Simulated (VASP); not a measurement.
Input of a VASP 6.6.1 run:

INCAR

```
SYSTEM = Sn
PREC = Accurate
ENCUT = 520
EDIFF = 1E-7
ISMEAR = 1
SIGMA = 0.2
LREAL = .False.
LASPH = .True.
NELM = 60
ALGO = Fast
ISIF = 2
LWAVE = .False.
LCHARG = .True.
GGA = PE
LELF = .True.
LVHAR = .True.
NBANDS = 21
```

KPOINTS

```
regular mesh
0
Gamma
  18 18 18
  0 0 0
```

POSCAR

```
Sn
1.0
   -2.8482002233      2.8482002233      1.7042197766
    2.8482002233     -2.8482002233      1.7042197766
    2.8482002233      2.8482002233     -1.7042197766
Sn
2
Direct
    0.7500000000      0.2500000000      0.5000000000
    0.0000000000      0.0000000000      0.0000000000
```

Potentials or basis: VASP PAW PBE potentials, release 64 (Sn_d).

Launch:

```sh
$ cat potpaw_PBE.64/Sn_d/POTCAR > POTCAR
$ mpirun -np 1 vasp_std > vasp.out
```

Q: Estimate the band gap on the k mesh.

A: Zero (bands 14 and 15 overlap by 4.84 eV).

Q: Estimate the pressure.

A: 2.1 GPa.

Stress tensor (GPa, compression positive):
```
 3.73  0.00  0.00
 0.00  3.73  0.00
 0.00  0.00 -1.23
```

Caveat: spin-orbit coupling is left out, which moves the levels of the heavy elements.
